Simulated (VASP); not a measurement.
Here is a VASP 6.6.1 calculation.

Contents of POSCAR:

```
SnO2
1.0
    4.8312153743      0.0000000000      0.0000000000
    0.0000000000      4.6886567532      0.0000000000
    0.0000000000      0.0000000000      3.2007107555
Sn O
2 4
Direct
    0.5000000000      0.5000000000      0.5000000000
    0.0000000000      0.0000000000      0.0000000000
    0.3058623572      0.3059582262      0.0000000000
    0.8058623572      0.1940417738      0.5000000000
    0.1941376428      0.8059582262      0.5000000000
    0.6941376428      0.6940417738      0.0000000000
```

File INCAR.step1:

```
  ALGO = Normal
  EDIFF = 1E-4
  ENCUT = 520
  GGA = PE
  ISMEAR = 0
  LASPH = T
  LCHARG = F
  LREAL = F
  LWAVE = T
  NBANDS = 35
  NELM = 80
  PREC = Accurate
  SIGMA = 0.05
```

Contents of INCAR.step2:

```
  ALGO = Normal
  EDIFF = 1E-7
  ENCUT = 520
  ISIF = 2
  ISMEAR = 0
  ISTART = 1
  LASPH = T
  LCHARG = T
  LELF = T
  LMIXTAU = T
  LREAL = F
  LVHAR = T
  LWAVE = F
  METAGGA = R2SCAN
  NBANDS = 35
  NELM = 80
  PREC = Accurate
  SIGMA = 0.05
```

KPOINTS

```
k-points
0
Gamma
  6 6 8
```

Potentials or basis: VASP PAW PBE potentials, release 64 (Sn_d, O).

Command:

```sh
$ cat potpaw_PBE.64/Sn_d/POTCAR potpaw_PBE.64/O/POTCAR > POTCAR
$ cp INCAR.step1 INCAR
$ mpirun -np 1 vasp_std > vasp.out
$ cp INCAR.step2 INCAR
$ mpirun -np 1 vasp_std > vasp.out
```

Problem. What does it give for the pressure?

Solution. 1.1 GPa.

Problem. Estimate the largest force.

Solution. 0.033 eV/Å.

Problem. Estimate the band gap on the k mesh.

Solution. 1.79 eV, direct.

Forces in eV/Å, atoms in the order of the input:
```
Sn   0.000  0.000  0.000
Sn   0.000  0.000  0.000
O    0.000 -0.033  0.000
O    0.000  0.033  0.000
O    0.000 -0.033  0.000
O    0.000  0.033  0.000
```

Caveat: the cell differs from its parent crystal (strain +0.0150 x Voigt [1, -1, 0, 0, 0, 0]); the PAW data sets were made with another functional, which shifts forces and pressure a little; spin-orbit coupling is left out, which moves the levels of the heavy elements.
